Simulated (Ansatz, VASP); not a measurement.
Pd in VASP and in Ansatz

```
CELL_PARAMETERS angstrom
0.00000 1.92028 1.92028
1.92028 0.00000 1.92028
1.92028 1.92028 0.00000
ATOMIC_POSITIONS crystal
Pd 0.00000 0.00000 0.00000
```

Alike in both runs: task single point; functional LDA; k mesh 14 × 14 × 14; occupations methfessel-paxton of order 1, width 0.2 eV; collinear spin.

|  | VASP | Ansatz |
| --- | --- | --- |
| version | VASP 6.6.1 | Ansatz 0.2.0 |
| potentials or method | VASP PAW LDA potentials, release 64 (Pd), cutoff 520 eV | plane waves (420 eV) with PAW, scalar-relativistic |
| valence electrons in the cell | 10 | 18 |

```tsv
	VASP	Ansatz	Ansatz less VASP
pressure (GPa)	0.2	-0.1	-0.22
net moment per atom (μB)	0.00	0.14	+0.143
size of the moment on the site where the two differ most (μB)	0.00	0.14	+0.142
```

The net moments are unlike, so the other rows may belong to different states. Ansatz warns that its potentials were made for another functional, while VASP's fit it. LDA's correlation is that of Perdew and Zunger in VASP and of Perdew and Wang (1992) in Ansatz. Site moments also hang on the region over which each program counts them. VASP's potentials hold 10 valence electrons a cell and Ansatz's 18, so a difference there can come from the potentials and not from the codes. Ansatz's warnings: stability check not made.
